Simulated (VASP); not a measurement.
Write the native input for VASP 6.6.1 that does the following.

| Item | Value |
| --- | --- |
| Task | single point |
| Functional | PBE |
| Dispersion | D3(BJ) |
| Potentials or basis | VASP PAW PBE potentials, release 64 (H, C, S, N) |
| Cutoff | 520 eV |
| k mesh | 4 × 4 × 4 |
| Occupations | gaussian, width 0.02 eV |
| Spin | no spin polarisation |
| Dipole correction | no |
| Further INCAR settings | LREAL = Auto; ALGO = Normal; EDIFF = 1e-06; NBANDS = 43 |

The structure of H7C2SN lies in POSCAR:

```
H7C2SN
1.0
    2.5883894808     -4.6525839845      0.0153897165
    2.5883894808      4.6525839845      0.0153897165
   -1.6044686474      0.0000000000      8.5919316524
H C S N
14 4 2 2
Direct
    0.9855332649      0.1613135029      0.5739646928
    0.1613135029      0.9855332649      0.0739646928
    0.1884988144      0.2504619159      0.4170350536
    0.2504619159      0.1884988144      0.9170350536
    0.8965631063      0.7075618633      0.2979254743
    0.7075618633      0.8965631063      0.7979254743
    0.6916845064      0.6164802861      0.4553836775
    0.6164802861      0.6916845064      0.9553836775
    0.5168327555      0.9332261422      0.3941395238
    0.9332261422      0.5168327555      0.8941395238
    0.4214882122      0.6768462154      0.2333016383
    0.6768462154      0.4214882122      0.7333016383
    0.7208960439      1.0357200386      0.2394315987
    1.0357200386      0.7208960439      0.7394315987
    0.0745876365      0.0756515980      0.4894799766
    0.0756515980      0.0745876365      0.9894799766
    0.8164128318      0.7950278107      0.3866983858
    0.7950278107      0.8164128318      0.8866983858
    0.3399341942      0.0041825354      0.5913940336
    0.0041825354      0.3399341942      0.0913940336
    0.6063439660      0.8647527595      0.3074459450
    0.8647527595      0.6063439660      0.8074459450
```

One way to write it, as run:

INCAR

```
ALGO     = Normal         # electronic algorithm
EDIFF    = 1E-6           # SCF threshold, eV
ENCUT    = 520            # plane-wave cutoff, eV
GGA      = PE             # functional
ISIF     = 2              # what is computed and relaxed
ISMEAR   = 0              # smearing method
IVDW     = 12             # dispersion correction
LASPH    = T              # aspherical terms in the spheres
LCHARG   = F              # write CHGCAR
LREAL    = Auto         
LWAVE    = F              # write WAVECAR
NBANDS   = 43             # bands
NELM     = 100            # most SCF steps
PREC     = Accurate       # precision mode
SIGMA    = 0.02           # smearing width, eV
```

KPOINTS

```
k-points
0
Gamma
  4 4 4
```

Potentials or basis: VASP PAW PBE potentials, release 64 (H, C, S, N).

Run with:

```console
$ cat potpaw_PBE.64/H/POTCAR potpaw_PBE.64/C/POTCAR potpaw_PBE.64/S/POTCAR potpaw_PBE.64/N/POTCAR > POTCAR
$ mpirun -np 1 vasp_std > vasp.out
```

Results of the run:

* Pressure: -0.2 GPa
* Largest force: 0.096 eV/Å
* Band gap on the k mesh: 3.74 eV
* Dispersion energy per atom: -0.067 eV

It took 4.8 min on 1 thread of Oxide Virtual Turin-like Processor, on a shared host, peak memory 0.37 GiB.
